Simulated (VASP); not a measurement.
# BaTiO3 (P4mm) in VASP: single point with PBEsol

Aim: the single point of BaTiO3 with PBEsol.

Everything below comes from runs of VASP 6.6.1. Logs are shortened: lines on timing, memory, paths and dates and some standing lists are left out, and cuts for length are marked.

**1. The cell of the first run**

The structure is tetragonal, space group P4mm (No. 99). Conventional cell: a = 3.956 Å, b = 3.956 Å, c = 4.043 Å, α = 90.00°, β = 90.00°, γ = 90.00°. Within 3.7 Å of Ba (site symmetry 4mm) lie 12 O at 2.77 to 2.88 Å and 8 Ti at 3.42 to 3.49 Å. Ti (site symmetry 4mm) has 6 O at 1.84 to 2.20 Å within 2.4 Å. O (site symmetry 4mm) has 2 Ti at 1.84 to 2.20 Å within 2.4 Å. Within 2.6 Å of O (site symmetry 2mm) lie 2 Ti at 1.98 Å.

**2. Single point, PBEsol**

File INCAR:

```
PREC = Accurate
ENCUT = 520
EDIFF = 1E-6
ISMEAR = 0
SIGMA = 0.02
LREAL = False
LASPH = True
NELM = 60
ALGO = Normal
ISIF = 2
LWAVE = False
LCHARG = False
GGA = PS
NBANDS = 28
```

File KPOINTS:

```
Automatic mesh
0
Gamma
  8 8 8
```

File POSCAR:

```
BaTiO3
1.0
    3.9557356621      0.0000000000      0.0000000000
    0.0000000000      3.9557356621      0.0000000000
    0.0000000000      0.0000000000      4.0433154405
Ba Ti O
1 1 3
Direct
    0.0000000000      0.0000000000     -0.0018819369
    0.5000000000      0.5000000000      0.4829432829
    0.5000000000      0.5000000000      0.0277781019
    0.5000000000      0.0000000000      0.5170802761
    0.0000000000      0.5000000000      0.5170802761
```

Potentials or basis: VASP PAW PBE potentials, release 64 (Ba_sv, Ti_sv, O).

Launch:

```sh
> cat potpaw_PBE.64/Ba_sv/POTCAR potpaw_PBE.64/Ti_sv/POTCAR potpaw_PBE.64/O/POTCAR > POTCAR
> mpirun -np 1 vasp_std > vasp.out
```

OUTCAR:

```text
PREC = Accurate
   ENCUT = 520
   EDIFF = 1E-6
   ISMEAR = 0
   LREAL = False
   LASPH = True
   NELM = 60
   ISIF = 2
   GGA = PS

 ion  position               nearest neighbor table
   1  0.000  0.000  0.998-   4 2.77   5 2.77   5 2.77   4 2.77   3 2.80   3 2.80   3 2.80   3 2.80
                             4 2.88   5 2.88   5 2.88   4 2.88   2 3.42   2 3.42   2 3.42   2 3.42
   2  0.500  0.500  0.483-   3 1.84   4 1.98   5 1.98   4 1.98   5 1.98   3 2.20   1 3.42   1 3.42
                             1 3.42   1 3.42   1 3.49   1 3.49   1 3.49   1 3.49
   3  0.500  0.500  0.028-   2 1.84   2 2.20   1 2.80   1 2.80   1 2.80   1 2.80
   4  0.500  0.000  0.517-   2 1.98   2 1.98   1 2.77   1 2.77   1 2.88   1 2.88
   5  0.000  0.500  0.517-   2 1.98   2 1.98   1 2.77   1 2.77   1 2.88   1 2.88

  LATTYP: Found a simple tetragonal cell.
 ALAT       =     3.9557356621
 C/A-ratio  =     1.0221399471

  Lattice vectors:

 A1 = (   3.9557356621,   0.0000000000,   0.0000000000)
 A2 = (   0.0000000000,   3.9557356621,   0.0000000000)
 A3 = (   0.0000000000,   0.0000000000,   4.0433154405)

Analysis of symmetry for initial positions (statically):
=====================================================================
 Subroutine PRICEL returns:
 Original cell was already a primitive cell.

 Routine SETGRP: Setting up the symmetry group for a
 simple tetragonal supercell.

 Subroutine GETGRP returns: Found  8 space group operations
 (whereof  8 operations were pure point group operations)
 out of a pool of 16 trial point group operations.

The static configuration has the point symmetry C_4v.

Analysis of symmetry for dynamics (positions and initial velocities):
=====================================================================
 Subroutine PRICEL returns:
 Original cell was already a primitive cell.

 Routine SETGRP: Setting up the symmetry group for a
 simple tetragonal supercell.

 Subroutine GETGRP returns: Found  8 space group operations
 (whereof  8 operations were pure point group operations)
 out of a pool of 16 trial point group operations.

The dynamic configuration has the point symmetry C_4v.

 Subroutine INISYM returns: Found  8 space group operations
 (whereof  8 operations are pure point group operations),
 and found     1 'primitive' translations

----------------------------------------------------------------------------------------

                                     Primitive cell

  volume of cell :      63.2692

  direct lattice vectors                    reciprocal lattice vectors
     3.955735662  0.000000000  0.000000000     0.252797478  0.000000000  0.000000000
     0.000000000  3.955735662  0.000000000     0.000000000  0.252797478  0.000000000
     0.000000000  0.000000000  4.043315440     0.000000000  0.000000000  0.247321787

  length of vectors
     3.955735662  3.955735662  4.043315440     0.252797478  0.252797478  0.247321787

  position of ions in fractional coordinates (direct lattice)
     0.000000000  0.000000000  0.998118063
     0.500000000  0.500000000  0.482943283
     0.500000000  0.500000000  0.027778102
     0.500000000  0.000000000  0.517080276
     0.000000000  0.500000000  0.517080276

  ion indices of the primitive-cell ions
   primitive index   ion index
                 1           1
                 2           2
                 3           3
                 4           4
                 5           5

----------------------------------------------------------------------------------------

 KPOINTS: Automatic mesh

Automatic generation of k-mesh.
 Grid dimensions read from file:
 generate k-points for:    8    8    8

 Generating k-lattice:

  Cartesian coordinates                     Fractional coordinates (reciprocal lattice)
     0.031599685  0.000000000  0.000000000     0.125000000  0.000000000  0.000000000
     0.000000000  0.031599685  0.000000000     0.000000000  0.125000000  0.000000000
     0.000000000  0.000000000  0.030915223     0.000000000  0.000000000  0.125000000

  Length of vectors
     0.031599685  0.031599685  0.030915223

  Shift w.r.t. Gamma in fractional coordinates (k-lattice)
     0.000000000  0.000000000  0.000000000

 Subroutine IBZKPT returns following result:
 ===========================================

 Found     75 irreducible k-points:

 Following reciprocal coordinates:
            Coordinates               Weight
  0.000000  0.000000  0.000000      1.000000
  0.125000  0.000000  0.000000      4.000000
  0.250000  0.000000  0.000000      4.000000
  0.375000  0.000000  0.000000      4.000000
  0.500000  0.000000  0.000000      2.000000
  0.125000  0.125000  0.000000      4.000000
[... 16 lines left out ...]
  0.375000  0.125000  0.125000     16.000000
  0.500000  0.125000  0.125000      8.000000
 [... further k-points ...]
   k-points           NKPTS =     75   k-points in BZ     NKDIM =     75   number of bands    NBANDS=     28
   number of dos      NEDOS =    301   number of ions     NIONS =      5
   total plane-waves  NPLWV =  27000
   dimension x,y,z NGX =    30 NGY =   30 NGZ =   30
   dimension x,y,z NGXF=    60 NGYF=   60 NGZF=   60
   ions per type =               1   1   3
   NGX,Y,Z   is equivalent  to a cutoff of  12.61, 12.61, 12.33 a.u.
   NGXF,Y,Z  is equivalent  to a cutoff of  25.22, 25.22, 24.67 a.u.
 SYSTEM =  unknown system
   PREC   = accura    normal or accurate (medium, high low for compatibility)
   ISTART =      0    job   : 0-new  1-cont  2-samecut
   ICHARG =      2    charge: 1-file 2-atom 10-const
   ISPIN  =      1    spin polarized calculation?
   LNONCOLLINEAR =      F non collinear calculations
   LSORBIT =      F    spin-orbit coupling
   LASPH  =      T    aspherical Exc in radial PAW
   ENCUT  =  520.0 eV  38.22 Ry    6.18 a.u.   7.36  7.36  7.52*2*pi/ulx,y,z
   NELM   =     60;   NELMIN=  2; NELMDL= -5     # of ELM steps
   EDIFF  = 0.1E-05   stopping-criterion for ELM
   LREAL  =      F    real-space projection
   EDIFFG = 0.1E-04   stopping-criterion for IOM
   NSW    =      0    number of steps for IOM
   IBRION =     -1    ionic relax: 0-MD 1-quasi-New 2-CG
   NFREE  =      0    steps in history (QN), initial steepest desc. (CG)
   ISIF   =      2    stress and relaxation
   ISYM   =      2    0-nonsym 1-usesym 2-fastsym
   POTIM  = 0.5000    time-step for ionic-motion
   TEBEG  =    0.0;   TEEND  =   0.0 temperature during run
   PSTRESS=    0.0 pullay stress
   NELECT =      40.0000    total number of electrons
   NUPDOWN=      -1.0000    fix difference up-down
   EMIN   =  10.00;   EMAX   =-10.00  energy-range for DOS
   EFERMI =   0.00;   METHOD = LEGACY
   ISMEAR =     0;   SIGMA  =   0.02  broadening in eV -4-tet -1-fermi 0-gaus
   EFERMI_NEDOS =   21; number of points for ismear=-14 and -15
   IALGO  =     38    algorithm
   IMIX   =      4    mixing-type and parameters
     AMIX     =   0.40;   BMIX     =  1.00
     AMIX_MAG =   1.60;   BMIX_MAG =  1.00
  volume/ion in A,a.u.               =      12.65        85.39
  Fermi-wavevector in a.u.,A,eV,Ry     =   1.405068  2.655194 26.860853  1.974217
  Thomas-Fermi vector in A             =   2.527567
   LORBIT       =      0    0 simple, 1 ext, 2 COOP (PROOUT), +10 PAW based schemes
   GGA     = PS    functional components
   LHFCALC =     F    Hartree Fock is set to
   AEXX    =    0.0000 exact exchange contribution
   IVDW    =     0    specifies the selected vdW correction
   LEPSILON=     F    determine dielectric tensor
   LRPA    =     F    only Hartree local field effects (RPA)
 non-spin polarized calculation
 Gauss-broadening in eV      SIGMA  =   0.02
  energy-cutoff  :      520.00
  volume of cell :       63.27
 maximum number of plane-waves:      1743
 NGX is ok and might be reduce to    30
   NGX = 15   NGY = 15   NGZ = 15

 number of electron      39.9999988 magnetization

 Free energy of the ion-electron system (eV)
  ---------------------------------------------------
  ext. energy  EPLUGINS =         0.00000000
  ---------------------------------------------------
  free energy    TOTEN  =       -41.99667655 eV

  energy without entropy =      -41.99667655  energy(sigma->0) =      -41.99667655

 E-fermi :   4.0117     XC(G=0): -11.5773

 val. band max:        3.8942575398   @ k =   0.5000   0.5000   0.5000
 cond. band min:       5.6757300347   @ k =   0.0000   0.0000   0.0000
 fundamental gap:      1.7814724949
 Fermi energy:         4.0116919431

 k-point     1 :       0.0000    0.0000    0.0000
  band No.  band energies     occupation
      1     -52.3447      2.00000
      2     -28.7521      2.00000
      3     -28.6799      2.00000
      4     -28.6799      2.00000
      5     -20.9624      2.00000
      6     -13.0481      2.00000
[... 20 lines left out ...]
     27       8.8470      0.00000
     28      11.0834      0.00000

 k-point     2 :       0.1250    0.0000    0.0000
  band No.  band energies     occupation
      1     -52.3445      2.00000
      2     -28.7518      2.00000
      3     -28.6892      2.00000
      4     -28.6795      2.00000
      5     -20.9425      2.00000
      6     -13.0603      2.00000
[... 20 lines left out ...]
     27       9.1621      0.00000
     28      11.4707      0.00000

 k-point     3 :       0.2500    0.0000    0.0000
  band No.  band energies     occupation
      1     -52.3441      2.00000
      2     -28.7509      2.00000
      3     -28.7116      2.00000
      4     -28.6787      2.00000
      5     -20.8938      2.00000
      6     -13.1415      2.00000
[... 20 lines left out ...]
     27       9.9504      0.00000
     28      12.1615      0.00000

 k-point     4 :       0.3750    0.0000    0.0000
  band No.  band energies     occupation
      1     -52.3436      2.00000
      2     -28.7500      2.00000
      3     -28.7339      2.00000
      4     -28.6778      2.00000
      5     -20.8439      2.00000
      6     -13.2657      2.00000
[... 20 lines left out ...]
     27      10.9138      0.00000
     28      12.0346      0.00000

 k-point     5 :       0.5000    0.0000    0.0000
  band No.  band energies     occupation
      1     -52.3434      2.00000
      2     -28.7495      2.00000
      3     -28.7431      2.00000
      4     -28.6774      2.00000
      5     -20.8230      2.00000
      6     -13.3232      2.00000
[... 20 lines left out ...]
     27      11.4089      0.00000
     28      11.9829      0.00000

 k-point     6 :       0.1250    0.1250    0.0000
  band No.  band energies     occupation
      1     -52.3443      2.00000
      2     -28.7514      2.00000
      3     -28.6891      2.00000
      4     -28.6886      2.00000
      5     -20.9237      2.00000
      6     -13.0574      2.00000
[... 463 lines left out ...]
      5     -20.9084      2.00000
      6     -13.0401      2.00000
[... 20 lines left out ...]
     27       9.6935      0.00000
     28      11.7554      0.00000

 k-point    22 :       0.2500    0.1250    0.1250
  band No.  band energies     occupation
      1     -52.3438      2.00000
      2     -28.7577      2.00000
      3     -28.7107      2.00000
      4     -28.6876      2.00000
      5     -20.8642      2.00000
      6     -13.0573      2.00000
[... 20 lines left out ...]
     27      10.3871      0.00000
     28      12.1043      0.00000

 k-point    23 :       0.3750    0.1250    0.1250
  band No.  band energies     occupation
      1     -52.3433      2.00000
      2     -28.7566      2.00000
      3     -28.7328      2.00000
      4     -28.6866      2.00000
      5     -20.8192      2.00000
      6     -13.1324      2.00000
[... 20 lines left out ...]
     27      11.3192      0.00000
     28      12.4534      0.00000

 k-point    24 :       0.5000    0.1250    0.1250
  band No.  band energies     occupation
      1     -52.3431      2.00000
      2     -28.7562      2.00000
      3     -28.7419      2.00000
      4     -28.6862      2.00000
      5     -20.8003      2.00000
      6     -13.1736      2.00000
[... 20 lines left out ...]
     27      11.7279      0.00000
     28      12.5982      0.00000

 [... further k-points ...]
[... 5 lines left out ...]
  --------------------------------------------------------------------------------------
  -------------------------------------------------------------------------------------
  Total        0.7593628      0.7593628      0.7917831      0.0000000      0.0000000      0.0000000
  in kB       19.2294902     19.2294902     20.0504756      0.0000000      0.0000000      0.0000000
  external PRESSURE =      19.5031520 kB  Pullay stress =       0.0000000 kB

 VOLUME and BASIS-vectors are now :
 -----------------------------------------------------------------------------
  energy-cutoff  :      520.00
  volume of cell :       63.27
      direct lattice vectors                 reciprocal lattice vectors
     3.955735662  0.000000000  0.000000000     0.252797478  0.000000000  0.000000000
     0.000000000  3.955735662  0.000000000     0.000000000  0.252797478  0.000000000
     0.000000000  0.000000000  4.043315440     0.000000000  0.000000000  0.247321787

 POSITION                                       TOTAL-FORCE (eV/Angst)
 -----------------------------------------------------------------------------------
      0.00000      0.00000      4.03571         0.000000     -0.000000      0.034921
      1.97787      1.97787      1.95269         0.000000      0.000000      0.052493
      1.97787      1.97787      0.11232         0.000000     -0.000000     -0.054527
      1.97787      0.00000      2.09072         0.000000     -0.000000     -0.016443
      0.00000      1.97787      2.09072        -0.000000     -0.000000     -0.016443
 -----------------------------------------------------------------------------------
    total drift:                                0.000000      0.000000     -0.000147

  FREE ENERGIE OF THE ION-ELECTRON SYSTEM (eV)
  ---------------------------------------------------
  free  energy   TOTEN  =       -41.9966765458 eV

  energy  without entropy=      -41.9966765458  energy(sigma->0) =      -41.99667655
```

Wall time 71 s (1 thread of AMD EPYC 9R14 (Zen 4), shared host); peak memory 0.23 GiB.

What came out:

- Free energy: -41.9967 eV
- Pressure: 2.0 GPa
- Largest force: 0.055 eV/Å
- Band gap on the k mesh: 1.78 eV, indirect (least direct gap 2.19 eV)

Forces on the atoms (eV/Å):
```
Ba   0.000  0.000  0.035
Ti   0.000  0.000  0.052
O    0.000  0.000 -0.055
O    0.000  0.000 -0.016
O    0.000  0.000 -0.016
```

Levels at points of the mesh, in eV from the valence-band top:
| k point | band 16 | band 17 | band 18 | band 19 | band 20 | band 21 | band 22 | band 23 | band 24 | band 25 |
| --- | --- | --- | --- | --- | --- | --- | --- | --- | --- | --- |
| (0.00, 0.00, 0.00) | -1.46 | -1.27 | -0.50 | -0.41 | -0.41 | 1.78 | 2.17 | 2.17 | 4.21 | 4.32 |
| (0.50, 0.00, 0.00) | -2.08 | -1.96 | -1.78 | -1.20 | -1.02 | 2.30 | 3.61 | 3.67 | 4.25 | 6.01 |
| (0.50, 0.50, 0.00) | -2.97 | -1.87 | -1.03 | -1.03 | -0.08 | 3.70 | 3.70 | 4.07 | 4.69 | 7.75 |
| (0.00, 0.00, 0.50) | -2.07 | -2.07 | -2.07 | -0.73 | -0.73 | 1.94 | 3.62 | 3.62 | 4.21 | 6.22 |
| (0.50, 0.00, 0.50) | -2.82 | -1.78 | -1.00 | -0.97 | -0.31 | 3.64 | 3.64 | 3.98 | 5.05 | 7.68 |
| (0.50, 0.50, 0.50) | -2.51 | -2.51 | -0.22 | -0.22 | 0.00 | 4.26 | 4.26 | 4.31 | 6.41 | 6.60 |

Caveat: the PAW data sets were made with another functional, which shifts forces and pressure a little; spin-orbit coupling is left out, which moves the levels of the heavy elements. A k mesh can miss the band edges.
